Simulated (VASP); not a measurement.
A run of VASP 6.6.1 is set up as follows.

File INCAR:

```
SYSTEM = H2C3F4
  PREC = Accurate
  ENCUT = 520
  EDIFF = 1E-7
  ISMEAR = -1
  SIGMA = 0.02
  LREAL = Auto
  LASPH = .True.
  NELM = 100
  ALGO = Normal
  ISIF = 2
  LWAVE = .False.
  LCHARG = .False.
  GGA = PE
  NBANDS = 108
```

File KPOINTS:

```
Automatic mesh
0
Gamma
  1 1 1
  0 0 0
```

The input POSCAR:

```
H2C3F4
1.0
    9.4248930000      0.0000000000      0.0000000000
    0.0000000000      9.4248930000      0.0000000000
    0.0000000000      0.0000000000      9.4248930000
C H F
12 8 16
Direct
    0.2280131987      0.2807671132      0.7322099041
    0.1239377466      0.2732126508      0.6649306257
    0.6656521193      0.1624315523      0.0905898879
    0.6288028946      0.0506955357      0.0399792337
    0.7066393221      0.6213227036      0.6774082210
    0.6416942877      0.5128864593      0.6982254334
    0.7864916875      0.2210847380      0.3946994412
    0.9069917292      0.1767234917      0.3524814552
    0.1698905229      0.6998700144      0.6925489764
    0.6398481129      0.6056089974      0.2125753576
    0.6082191066      0.9802657707      0.5594546272
    0.2235993555      0.3672826843      0.0743138410
    0.0459739967      0.2223261314      0.5869987065
    0.3244068659      0.2970962111      0.7779398663
    0.5381811762      0.0030875682     -0.0135173948
    0.6925701968      0.2495306843      0.1437576002
    0.5850676501      0.4295645585      0.7363160515
    0.7384699222      0.7378439204      0.6636149609
    1.0190884926      0.1555030917      0.3475477122
    0.7319234287      0.3093616023      0.4643872350
    0.2958442075      0.6389780765      0.7042626373
    0.1379538208      0.6944588124      0.5627650096
    0.0736347882      0.6380762095      0.7616001582
    0.1977104674      0.8439034799      0.7373982919
    0.7655471526      0.6365058999      0.2334031803
    0.5657464758      0.6269036688      0.3319825488
    0.5904470215      0.6952757978      0.1095927561
    0.6199433776      0.4684721620      0.1956308682
    0.7061300325      1.0155552960      0.6680924653
    0.7056631837      0.9250396795      0.4676763970
    0.5111676069      0.9006043888      0.6167072666
    0.5805370947      1.0997790638      0.4923026712
    0.1287547774      0.4557293117      0.0812635220
    0.2769898820      0.3312716654      0.2083206674
    0.1739117887      0.2528728973      0.0282974035
    0.3274732138      0.4202063620     -0.0126791890
```

Potentials or basis: VASP PAW PBE potentials, release 64 (C, H, F).

Launch:

```bash
$ cat potpaw_PBE.64/C/POTCAR potpaw_PBE.64/H/POTCAR potpaw_PBE.64/F/POTCAR > POTCAR
$ mpirun -np 1 vasp_gam > vasp.out
```

What does it give for the band gap on the k mesh?

4.32 eV.

Predict the largest force.

6.855 eV/Å.

Estimate the pressure.

2.7 GPa.

Stress tensor (GPa, compression positive):
```
3.23 0.16 1.10
0.16 2.52 0.96
1.10 0.96 2.42
```

Caveat: the k points lie up to 0.67 Å⁻¹ apart.
